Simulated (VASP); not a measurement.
# TiC (Fm-3m) in VASP: settings compared

TiC is run at these levels: HSE06, PBE-based screened hybrid with 10 % exact exchange, PBE-based screened hybrid with 15 % exact exchange; tasks: relaxation of cell and atoms, single point.

Program: VASP 6.6.1. These are calculated values, not measurements. Logs are shortened: lines on timing, memory, paths and dates and some standing lists are left out, and cuts for length are marked.

### Step 1. The cell of the first run

Symmetry: Fm-3m, No. 225, cubic system. The conventional cell has a = 4.331 Å, b = 4.331 Å, c = 4.331 Å, α = 90.00°, β = 90.00°, γ = 90.00°. Ti (site symmetry m-3m) has 6 C at 2.17 Å within 2.9 Å. Within 2.9 Å of C (site symmetry m-3m) lie 6 Ti at 2.17 Å.

### Step 2. Relaxation of cell and atoms, HSE06

File POSCAR:

```
TiC
1.0
    0.0000000000      2.1657188437      2.1657188437
    2.1657188437      0.0000000000      2.1657188437
    2.1657188437      2.1657188437      0.0000000000
Ti C
1 1
Direct
    0.0000000000      0.0000000000      0.0000000000
    0.5000000000      0.5000000000      0.5000000000
```

File INCAR.step1:

```
ALGO     = Normal         # electronic algorithm
EDIFF    = 1E-5           # SCF threshold, eV
ENCUT    = 600            # plane-wave cutoff, eV
GGA      = PE             # functional
ISMEAR   = -1             # smearing method
LASPH    = T              # aspherical terms in the spheres
LCHARG   = F              # write CHGCAR
LREAL    = F              # projectors in reciprocal space
LWAVE    = T              # write WAVECAR
NBANDS   = 15             # bands
NELM     = 60             # most SCF steps
PREC     = Accurate       # precision mode
SIGMA    = 0.05           # smearing width, eV
```

File INCAR.step2:

```
ALGO     = Normal         # electronic algorithm
EDIFF    = 1E-6           # SCF threshold, eV
EDIFFG   = -0.01          # ionic threshold
ENCUT    = 600            # plane-wave cutoff, eV
GGA      = PE             # functional
HFSCREEN = 0.2079         # screening, 1/A
IBRION   = 2              # ionic algorithm
ISIF     = 3              # what is computed and relaxed
ISMEAR   = -1             # smearing method
ISTART   = 1            
LASPH    = T              # aspherical terms in the spheres
LCHARG   = F              # write CHGCAR
LHFCALC  = T              # exact exchange
LREAL    = F              # projectors in reciprocal space
LWAVE    = F              # write WAVECAR
NELM     = 60             # most SCF steps
NSW      = 60             # ionic steps
PREC     = Accurate       # precision mode
PRECFOCK = Normal       
SIGMA    = 0.05           # smearing width, eV
```

File KPOINTS:

```
k-points
0
Gamma
  6 6 6
```

Potentials or basis: VASP PAW PBE potentials, release 64 (Ti_sv, C).

On the command line:

```sh
> cat potpaw_PBE.64/Ti_sv/POTCAR potpaw_PBE.64/C/POTCAR > POTCAR
> cp INCAR.step1 INCAR
> mpirun -np 1 vasp_std > vasp.out
> cp INCAR.step2 INCAR
> mpirun -np 1 vasp_std > vasp.out
```

OUTCAR:

```text
EDIFF = 1E-6
   EDIFFG = -0.01
   ENCUT = 600
   GGA = PE
   HFSCREEN = 0.2079
   IBRION = 2
   ISIF = 3
   ISMEAR = -1
   ISTART = 1
   LASPH = T
   LHFCALC = T
   LREAL = F
   NELM = 60
   NSW = 60
   PREC = Accurate
   PRECFOCK = Normal

 ion  position               nearest neighbor table
   1  0.000  0.000  0.000-   2 2.17   2 2.17   2 2.17   2 2.17   2 2.17   2 2.17
   2  0.500  0.500  0.500-   1 2.17   1 2.17   1 2.17   1 2.17   1 2.17   1 2.17

  LATTYP: Found a face centered cubic cell.
 ALAT       =     4.3314376874

  Lattice vectors:

 A1 = (   0.0000000000,   2.1657188437,   2.1657188437)
 A2 = (   2.1657188437,   0.0000000000,   2.1657188437)
 A3 = (   2.1657188437,   2.1657188437,   0.0000000000)

Analysis of symmetry for initial positions (statically):
=====================================================================
 Subroutine PRICEL returns:
 Original cell was already a primitive cell.

 Routine SETGRP: Setting up the symmetry group for a
 face centered cubic supercell.

 Subroutine GETGRP returns: Found 48 space group operations
 (whereof 48 operations were pure point group operations)
 out of a pool of 48 trial point group operations.

The static configuration has the point symmetry O_h .

Analysis of symmetry for dynamics (positions and initial velocities):
=====================================================================
 Subroutine PRICEL returns:
 Original cell was already a primitive cell.

 Routine SETGRP: Setting up the symmetry group for a
 face centered cubic supercell.

 Subroutine GETGRP returns: Found 48 space group operations
 (whereof 48 operations were pure point group operations)
 out of a pool of 48 trial point group operations.

The dynamic configuration has the point symmetry O_h .

 Subroutine INISYM returns: Found 48 space group operations
 (whereof 48 operations are pure point group operations),
 and found     1 'primitive' translations

----------------------------------------------------------------------------------------

                                     Primitive cell

  volume of cell :      20.3159

  direct lattice vectors                    reciprocal lattice vectors
     0.000000000  2.165718844  2.165718844    -0.230870227  0.230870227  0.230870227
     2.165718844  0.000000000  2.165718844     0.230870227 -0.230870227  0.230870227
     2.165718844  2.165718844  0.000000000     0.230870227  0.230870227 -0.230870227

  length of vectors
     3.062788961  3.062788961  3.062788961     0.399878962  0.399878962  0.399878962

  position of ions in fractional coordinates (direct lattice)
     0.000000000  0.000000000  0.000000000
     0.500000000  0.500000000  0.500000000

  ion indices of the primitive-cell ions
   primitive index   ion index
                 1           1
                 2           2

----------------------------------------------------------------------------------------

 KPOINTS: k-points

Automatic generation of k-mesh.
 Grid dimensions read from file:
 generate k-points for:    6    6    6

 Generating k-lattice:

  Cartesian coordinates                     Fractional coordinates (reciprocal lattice)
    -0.038478371  0.038478371  0.038478371     0.166666667  0.000000000  0.000000000
     0.038478371 -0.038478371  0.038478371     0.000000000  0.166666667  0.000000000
     0.038478371  0.038478371 -0.038478371     0.000000000  0.000000000  0.166666667

  Length of vectors
     0.066646494  0.066646494  0.066646494

  Shift w.r.t. Gamma in fractional coordinates (k-lattice)
     0.000000000  0.000000000  0.000000000

 Subroutine IBZKPT returns following result:
 ===========================================

 Found     16 irreducible k-points:

 Following reciprocal coordinates:
            Coordinates               Weight
  0.000000  0.000000  0.000000      1.000000
  0.166667  0.000000  0.000000      8.000000
  0.333333  0.000000  0.000000      8.000000
  0.500000  0.000000  0.000000      4.000000
  0.166667  0.166667  0.000000      6.000000
  0.333333  0.166667  0.000000     24.000000
[... 8 lines left out ...]
 -0.333333  0.333333  0.166667     24.000000
 -0.333333  0.500000  0.166667     12.000000
   k-points           NKPTS =     16   k-points in BZ     NKDIM =    216   number of bands    NBANDS=     12
   number of dos      NEDOS =    301   number of ions     NIONS =      2
   total plane-waves  NPLWV =  13824
   dimension x,y,z NGX =    24 NGY =   24 NGZ =   24
   dimension x,y,z NGXF=    48 NGYF=   48 NGZF=   48
   ions per type =               1   1
   NGX,Y,Z   is equivalent  to a cutoff of  13.03, 13.03, 13.03 a.u.
   NGXF,Y,Z  is equivalent  to a cutoff of  26.05, 26.05, 26.05 a.u.
 SYSTEM =  unknown system
   PREC   = accura    normal or accurate (medium, high low for compatibility)
   ISTART =      1    job   : 0-new  1-cont  2-samecut
   ICHARG =      0    charge: 1-file 2-atom 10-const
   ISPIN  =      1    spin polarized calculation?
   LNONCOLLINEAR =      F non collinear calculations
   LSORBIT =      F    spin-orbit coupling
   LASPH  =      T    aspherical Exc in radial PAW
   ENCUT  =  600.0 eV  44.10 Ry    6.64 a.u.   6.12  6.12  6.12*2*pi/ulx,y,z
   NELM   =     60;   NELMIN=  2; NELMDL=  0     # of ELM steps
   EDIFF  = 0.1E-05   stopping-criterion for ELM
   LREAL  =      F    real-space projection
   EDIFFG = -.1E-01   stopping-criterion for IOM
   NSW    =     60    number of steps for IOM
   IBRION =      2    ionic relax: 0-MD 1-quasi-New 2-CG
   NFREE  =      1    steps in history (QN), initial steepest desc. (CG)
   ISIF   =      3    stress and relaxation
   ISYM   =      3    0-nonsym 1-usesym 2-fastsym
   POTIM  = 0.5000    time-step for ionic-motion
   TEBEG  =    0.0;   TEEND  =   0.0 temperature during run
   PSTRESS=    0.0 pullay stress
   NELECT =      16.0000    total number of electrons
   NUPDOWN=      -1.0000    fix difference up-down
   EMIN   =  10.00;   EMAX   =-10.00  energy-range for DOS
   EFERMI =   0.00;   METHOD = LEGACY
   ISMEAR =    -1;   SIGMA  =   0.05  broadening in eV -4-tet -1-fermi 0-gaus
   EFERMI_NEDOS =   21; number of points for ismear=-14 and -15
   IALGO  =     38    algorithm
   IMIX   =      1    mixing-type and parameters
     AMIX     =   0.40;   BMIX     =  1.00
     AMIX_MAG =   1.60;   BMIX_MAG =  1.00
  volume/ion in A,a.u.               =      10.16        68.55
  Fermi-wavevector in a.u.,A,eV,Ry     =   1.511829  2.856943 31.097854  2.285628
  Thomas-Fermi vector in A             =   2.621834
   LORBIT       =      0    0 simple, 1 ext, 2 COOP (PROOUT), +10 PAW based schemes
   GGA     = PE    functional components
   LHFCALC =     T    Hartree Fock is set to
   PRECFOCK=normal    Normal, Fast or Accurate (Low or Medium for compatibility)
   ENCUT4O =  -1.0   cutoff for four orbital integrals eV
   NKREDX  =     1    reduce k-point grid by
   NKREDY  =     1    reduce k-point grid by
   NKREDZ  =     1    reduce k-point grid by
   AEXX    =    0.2500 exact exchange contribution
   HFSCREEN=    0.2079 screening length (either q_TF or 0.3 A-1)
   HFSCREENC=   0.2079 screening length for correlation (either q_TF or 0.3 A-1)
   ENCUTFOCK=  -1.0 apply spherical cutoff to Coloumb kernel
   IVDW    =     0    specifies the selected vdW correction
   LEPSILON=     F    determine dielectric tensor
   LRPA    =     F    only Hartree local field effects (RPA)
 conjugate gradient relaxation of ions
 non-spin polarized calculation
  energy-cutoff  :      600.00
  volume of cell :       20.32
 maximum number of plane-waves:       700
  NGX = 20; NGY = 20; NGZ = 20

--------------------------------------- Ionic step        1  -------------------------------------------

 number of electron      16.0000000 magnetization

 Free energy of the ion-electron system (eV)
  ---------------------------------------------------
  ext. energy  EPLUGINS =         0.00000000
  ---------------------------------------------------
  free energy    TOTEN  =       -22.02188055 eV

  energy without entropy =      -22.01686879  energy(sigma->0) =      -22.01937467

------------------------ aborting loop because EDIFF is reached ----------------------------------------

  FORCE on cell =-STRESS in cart. coord.  units (eV):
  Direction    XX          YY          ZZ          XY          YZ          ZX
  --------------------------------------------------------------------------------------
  -------------------------------------------------------------------------------------
  Total       -0.6089981     -0.6089981     -0.6089981      0.0000000      0.0000000     -0.0000000
  in kB      -48.0275377    -48.0275377    -48.0275377      0.0000000      0.0000000     -0.0000000
  external PRESSURE =     -48.0275377 kB  Pullay stress =       0.0000000 kB

 VOLUME and BASIS-vectors are now :
 -----------------------------------------------------------------------------
  energy-cutoff  :      600.00
  volume of cell :       20.32
      direct lattice vectors                 reciprocal lattice vectors
     0.000000000  2.165718844  2.165718844    -0.230870227  0.230870227  0.230870227
     2.165718844  0.000000000  2.165718844     0.230870227 -0.230870227  0.230870227
     2.165718844  2.165718844  0.000000000     0.230870227  0.230870227 -0.230870227
[... 37 lines left out ...]
 POSITION                                       TOTAL-FORCE (eV/Angst)
 -----------------------------------------------------------------------------------
      2.13390     -0.00000      2.13390         0.000000      0.000000     -0.000000
      2.13390      2.13390      2.13390         0.000000      0.000000      0.000000
 -----------------------------------------------------------------------------------
    total drift:                               -0.000000     -0.000000     -0.000000

  FREE ENERGIE OF THE ION-ELECTRON SYSTEM (eV)
  ---------------------------------------------------
  free  energy   TOTEN  =       -22.0154544978 eV

  energy  without entropy=      -22.0101070546  energy(sigma->0) =      -22.01278078

--------------------------------------- Ionic step        3  -------------------------------------------

 number of electron      16.0000003 magnetization

 Free energy of the ion-electron system (eV)
  ---------------------------------------------------
  ext. energy  EPLUGINS =         0.00000000
  ---------------------------------------------------
  free energy    TOTEN  =       -22.02737209 eV

  energy without entropy =      -22.02216317  energy(sigma->0) =      -22.02476763

 E-fermi :   9.4074     XC(G=0): -10.4590

 val. band max:        9.3853956926   @ k =   0.1667   0.1667   0.0000
 cond. band min:      10.0063336357   @ k =   0.1667   0.1667   0.0000
 fundamental gap:      0.6209379431
 Fermi energy:         9.4074370759

 k-point     1 :       0.0000    0.0000    0.0000
  band No.  band energies     occupation
      1     -51.8141      2.00000
      2     -26.1709      2.00000
      3     -26.1709      2.00000
      4     -26.1709      2.00000
      5      -4.7851      2.00000
      6      10.8770      0.00000
      7      10.8770      0.00000
      8      10.8770      0.00000
      9      11.4643      0.00000
     10      11.4643      0.00000
     11      11.4643      0.00000
     12      11.6432      0.00000

 k-point     2 :       0.1667    0.0000    0.0000
  band No.  band energies     occupation
      1     -51.7932      2.00000
      2     -26.3197      2.00000
      3     -26.1834      2.00000
      4     -26.1834      2.00000
      5      -4.0940      2.00000
      6       8.0715      2.00000
      7       8.5612      2.00000
      8       8.5612      2.00000
      9      11.5364      0.00000
     10      11.5364      0.00000
     11      12.7564      0.00000
     12      14.8849      0.00000
[... 230 lines left out ...]
 POSITION                                       TOTAL-FORCE (eV/Angst)
 -----------------------------------------------------------------------------------
      0.00000      0.00000      0.00000         0.000000      0.000000      0.000000
      2.15290      2.15290      2.15290        -0.000000     -0.000000     -0.000000
 -----------------------------------------------------------------------------------
    total drift:                               -0.000002     -0.000000     -0.000001

  FREE ENERGIE OF THE ION-ELECTRON SYSTEM (eV)
  ---------------------------------------------------
  free  energy   TOTEN  =       -22.0273720928 eV

  energy  without entropy=      -22.0221631674  energy(sigma->0) =      -22.02476763

 reached required accuracy - stopping structural energy minimisation
```

Run time: 43 min. Hardware: 1 thread of Intel Xeon 6975P-C (Granite Rapids), shared host; peak memory 0.25 GiB.

Results:

* Free energy: -22.0274 eV
* Relaxed volume: 9.98 Å³/atom
* Relaxed cell: a = 3.045 Å, b = 3.045 Å, c = 3.045 Å, α = 60.00°, β = 60.00°, γ = 60.00°
* Space group after relaxing (to 0.1 Å): Fm-3m (No. 225)
* Energy gained by relaxing: 2.7 meV/atom
* Ionic steps: 3
* Pressure after relaxing: 0.1 GPa
* Band gap on the k mesh: zero (bands 8 and 9 overlap by 1.81 eV)

The path:
```csv
step,energy change (eV),largest force (eV/Å),pressure (GPa),volume (Å³)
1,0.0000,0.0000,-4.80,20.32
2,0.0064,0.0000,7.44,19.43
3,-0.0055,0.0000,0.05,19.96
```

Final structure:
```yaml
crystal:
  lattice:
    - [0.00000, 2.15290, 2.15290]
    - [2.15290, 0.00000, 2.15290]
    - [2.15290, 2.15290, 0.00000]
  atoms:
    - { symbol: Ti, position: [0.00000, 0.00000, 0.00000] }
    - { symbol: C, position: [0.50000, 0.50000, 0.50000] }
```

Caveat: the k points lie up to 0.42 Å⁻¹ apart in the final cell, too coarse for converged energies and pressures of a metal; the PAW data sets were made with another functional, which shifts forces and pressure a little.

### Step 3. Single point, PBE-based screened hybrid with 10 % exact exchange

POSCAR is that of step 2.

File INCAR.step1:

```
PREC = Accurate
ENCUT = 520
EDIFF = 1E-5
ISMEAR = -1
SIGMA = 0.05
LREAL = F
LASPH = T
NELM = 80
ALGO = Normal
ISIF = 2
LWAVE = T
LCHARG = F
NBANDS = 15
GGA = PE
```

File INCAR.step2:

```
PREC = Accurate
ENCUT = 520
EDIFF = 1E-6
ISMEAR = -1
SIGMA = 0.05
LREAL = F
LASPH = T
NELM = 80
ALGO = Normal
ISIF = 2
LWAVE = F
LCHARG = F
GGA = PE
LHFCALC = T
AEXX = 0.1
HFSCREEN = 0.2078699
PRECFOCK = Normal
NBANDS = 15
ISTART = 1
```

File KPOINTS:

```
regular mesh
0
Gamma
  6 6 6
```

Potentials or basis: VASP PAW PBE potentials, release 64 (Ti_sv, C).

On the command line:

```sh
> cat potpaw_PBE.64/Ti_sv/POTCAR potpaw_PBE.64/C/POTCAR > POTCAR
> cp INCAR.step1 INCAR
> mpirun -np 1 vasp_std > vasp.out
> cp INCAR.step2 INCAR
> mpirun -np 1 vasp_std > vasp.out
```

It took 40 min on 1 thread of Oxide Virtual Turin-like, shared host; peak memory 0.22 GiB.

It converged, with:

```yaml
Free_energy: -19.9999 eV
Pressure: -1.7 GPa
Band_gap_on_the_k_mesh: zero (bands 8 and 9 overlap by 1.31 eV)
```

Levels at points of the mesh, in eV from the Fermi level:
```
           k point  band 4  band 5  band 6  band 7  band 8  band 9  band 10  band 11  band 12  band 13
(0.00, 0.00, 0.00)  -33.77  -13.01    1.04    1.04    1.04    1.89     1.89     1.89     1.96     1.96
(0.50, 0.00, 0.00)  -33.82   -9.37   -6.12   -3.02   -3.02    3.43     3.43     4.66     8.58     8.80
(0.50, 0.50, 0.00)  -33.95  -10.62   -3.64   -1.48    0.03    0.03     3.02     4.06     4.06     6.29
```

Caveat: the k points lie up to 0.42 Å⁻¹ apart, too coarse for converged energies and pressures of a metal; the PAW data sets were made with another functional, which shifts forces and pressure a little.

### Step 4. Single point, PBE-based screened hybrid with 15 % exact exchange

POSCAR is that of step 3.

File INCAR.step1:

```
SYSTEM = TiC
PREC     = Accurate       ! precision mode
ENCUT    = 520            ! plane-wave cutoff, eV
EDIFF    = 1E-5           ! SCF threshold, eV
ISMEAR   = -1             ! smearing method
SIGMA    = 0.05           ! smearing width, eV
LREAL    = .FALSE.        ! projectors in reciprocal space
LASPH    = .TRUE.         ! aspherical terms in the spheres
NELM     = 60             ! most SCF steps
ALGO     = Normal         ! electronic algorithm
ISIF     = 2              ! what is computed and relaxed
LWAVE    = .TRUE.         ! write WAVECAR
LCHARG   = .FALSE.        ! write CHGCAR
GGA      = PE             ! functional
NBANDS   = 15             ! bands
```

File INCAR.step2:

```
SYSTEM = TiC
PREC     = Accurate       ! precision mode
ENCUT    = 520            ! plane-wave cutoff, eV
EDIFF    = 1E-6           ! SCF threshold, eV
ISMEAR   = -1             ! smearing method
SIGMA    = 0.05           ! smearing width, eV
LREAL    = .FALSE.        ! projectors in reciprocal space
LASPH    = .TRUE.         ! aspherical terms in the spheres
NELM     = 60             ! most SCF steps
ALGO     = Normal         ! electronic algorithm
ISIF     = 2              ! what is computed and relaxed
LWAVE    = .FALSE.        ! write WAVECAR
LCHARG   = .FALSE.        ! write CHGCAR
GGA      = PE             ! functional
LHFCALC  = .TRUE.         ! exact exchange
AEXX     = 0.15           ! exact-exchange fraction
HFSCREEN = 0.2078699      ! screening, 1/A
PRECFOCK = Normal       
ISTART   = 1            
NBANDS   = 15             ! bands
```

File KPOINTS:

```
Automatic mesh
0
G
  6 6 6
  0 0 0
```

On the command line:

```sh
> cat potpaw_PBE.64/Ti_sv/POTCAR potpaw_PBE.64/C/POTCAR > POTCAR
> cp INCAR.step1 INCAR
> mpirun -np 1 vasp_std > vasp.out
> cp INCAR.step2 INCAR
> mpirun -np 1 vasp_std > vasp.out
```

It took 38 min on 1 thread of Oxide Virtual Turin-like, shared host; peak memory 0.22 GiB.

The run converged. Its results:

| Item | Value |
| --- | --- |
| Free energy | -20.6643 eV |
| Pressure | -2.8 GPa |
| Band gap on the k mesh | zero (bands 8 and 9 overlap by 1.47 eV) |

Levels at points of the mesh, in eV from the Fermi level:
```tsv
k point	band 5	band 6	band 7	band 8	band 9	band 10	band 11	band 12
(0.00, 0.00, 0.00)	-13.37	1.17	1.17	1.17	1.94	1.94	1.94	2.04
(0.50, 0.00, 0.00)	-9.65	-6.31	-3.13	-3.13	3.65	3.65	4.89	8.72
(0.50, 0.50, 0.00)	-10.93	-3.79	-1.44	0.00	0.00	3.14	4.29	4.29
```

Caveat: the k points lie up to 0.42 Å⁻¹ apart, too coarse for converged energies and pressures of a metal; the PAW data sets were made with another functional, which shifts forces and pressure a little.

### Step 5. Overview

```tsv
task	level	cell	cutoff (eV)	share of exact exchange	screening parameter	gap on the mesh (eV)	pressure (GPa)
relaxation of cell and atoms	HSE06	relaxed	600	0.25	0.2079 1/Å	none	0.1
single point	PBE-based screened hybrid with 10 % exact exchange	as given	520	0.1	0.20787 1/Å	none	-1.7
single point	PBE-based screened hybrid with 15 % exact exchange	as given	520	0.15	0.20787 1/Å	none	-2.8
```

Alike in all rows: potentials or basis VASP PAW PBE potentials, release 64 (Ti_sv, C); no spin polarisation; k mesh 6 × 6 × 6; smearing fermi-dirac 0.05 eV.

Caveats: all runs use coarse meshes; the PAW data sets were made with another functional, which shifts forces and pressure a little.

Absolute energies hang on the potentials; compare differences alone.

The gap in the log of VASP goes by the Fermi energy; the results here count the filled bands.